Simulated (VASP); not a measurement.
The system is PbO2.

```
Pb O
1.0
     1.58732    0.91644    4.79907
    -1.58732    0.91644    4.79907
     0.00000   -1.83288    4.79907
Pb O
1 2
Cartesian
  0.0000 0.0000 0.0000
  0.0000 0.0000 3.6281
  0.0000 0.0000 10.7691
```

| Property | Result |
| --- | --- |
| Program | VASP 6.6.1 |
| Task | relaxation of cell and atoms |
| Functional | PBE |
| Potentials or basis | VASP PAW PBE potentials, release 64 (Pb_d, O) |
| Cutoff | 600 eV |
| k mesh | 12 × 12 × 12 |
| Occupations | gaussian, width 0.05 eV |
| Spin | no spin polarisation |

At the start: pressure 18.1 GPa; volume 13.96 Å³/atom.

Where does the relaxation end?

Over 19 steps the energy falls by 169.4 meV/atom and the volume is 14.97 Å³/atom (+7.2 %); space group R-3m (No. 166, to 0.1 Å) before and after.

The path:
| step | energy change (eV) | largest force (eV/Å) | pressure (GPa) | volume (Å³) |
| --- | --- | --- | --- | --- |
| 1 | 0.0000 | 0.0509 | 18.08 | 41.89 |
| 2 | -0.2071 | 1.3572 | -10.51 | 52.03 |
| 3 | -0.3763 | 0.9617 | -2.20 | 47.44 |
| 4 | -0.4798 | 0.4121 | -1.20 | 47.18 |
| 5 | -0.5042 | 0.0329 | -0.33 | 46.92 |
| 6 | -0.5042 | 0.0136 | -0.37 | 46.93 |
| 7 | -0.5045 | 0.0424 | 0.16 | 46.68 |
| 8 | -0.5045 | 0.0367 | 0.06 | 46.72 |
| 9 | -0.5048 | 0.0293 | 0.04 | 46.64 |
| 10 | -0.5055 | 0.0064 | 0.01 | 46.38 |
| 11 | -0.5064 | 0.0397 | -0.02 | 45.86 |
| 12 | -0.5069 | 0.0306 | -0.03 | 45.76 |
| 13 | -0.5077 | 0.0037 | -0.05 | 45.46 |
| 14 | -0.5077 | 0.0472 | -0.06 | 44.85 |
| 15 | -0.5080 | 0.0210 | -0.06 | 45.18 |
| 16 | -0.5081 | 0.0192 | 0.02 | 45.05 |
| 17 | -0.5081 | 0.0170 | 0.11 | 44.91 |
| 18 | -0.5081 | 0.0171 | -0.16 | 44.89 |
| 19 | -0.5081 | 0.0030 | 0.00 | 44.90 |

Final structure:
```yaml
crystal:
  lattice:
    - [1.72973, 0.99866, 4.33213]
    - [-1.72973, 0.99866, 4.33213]
    - [0.00000, -1.99733, 4.33213]
  atoms:
    - { symbol: Pb, position: [0.00000, 0.00000, 0.00000] }
    - { symbol: O, position: [0.25413, 0.25413, 0.25413] }
    - { symbol: O, position: [0.74587, 0.74587, 0.74587] }
```
